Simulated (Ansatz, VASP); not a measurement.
**BaS: VASP beside Ansatz**

```
Ba S
1.0
     4.40145    0.00000    0.00000
    -2.20073    3.81177    0.00000
     0.00000    0.00000    7.72528
Ba S
2 2
Direct
  0.00000 0.00000 0.00000
  0.00000 0.00000 0.50000
  0.33333 0.66667 0.25000
  0.66667 0.33333 0.75000
```

Alike in both runs: task single point; functional PBE; k mesh 6 × 6 × 4; no spin polarisation.

|  | VASP | Ansatz |
| --- | --- | --- |
| version | VASP 6.6.1 | Ansatz 0.2.0 |
| potentials or method | VASP PAW PBE potentials, release 64 (Ba_sv, S) | plane waves, PAW |
| plane-wave cutoff (eV) | 520 | 420 |
| occupations | gaussian, width 0.01 eV | fixed |
| valence electrons in the cell | 32 | 32 |

Ansatz gave:

```
gap on the k mesh at the Fermi level (eV)                     : 2.40
pressure (GPa)                                                : 1.3
traceless stress, the component that is largest in VASP (GPa) : 0.11
```

Problem. Estimate VASP's values.

Solution. gap on the k mesh at the Fermi level (eV): 2.29; pressure (GPa): 2.0; traceless stress, the component that is largest in VASP (GPa): 0.23.

Neither program's run includes spin-orbit coupling.
